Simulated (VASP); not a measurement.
Runs of VASP 6.6.1 on ZnSiP2. The structure is that of space group I-42d (No. 122), or close to it. The cells are those of the table. 

```csv
task,cell,gap on the mesh (eV),pressure (GPa),largest force (eV/Å)
single point,"a = 6.450 Å, angles 130.9, 130.9, 72.0°, 8 atoms",1.29,2.8,0.03
single point,"a = 6.383 Å, angles 130.9, 130.9, 72.0°, 8 atoms",(a),6.0,0.03
single point,"a = 6.514 Å, angles 130.9, 130.9, 72.0°, 8 atoms",1.36,0.0,0.03
relaxation of shape and atoms at fixed volume,"relaxed from a = 6.449 Å, angles 130.9, 130.9, 72.0°, 8 atoms",1.29,2.8,-
```

Alike in all rows: level PBE; potentials or basis VASP PAW PBE potentials, release 64 (Zn, Si, P); no spin polarisation; k mesh 8 × 8 × 8; cutoff (eV) 500; smearing gaussian 0.02 eV.

Task: Estimate the missing entries.

Result: (a) 1.21.

Caveats: the cell stands under pressure (at least some runs).

A k mesh can miss the band edges.
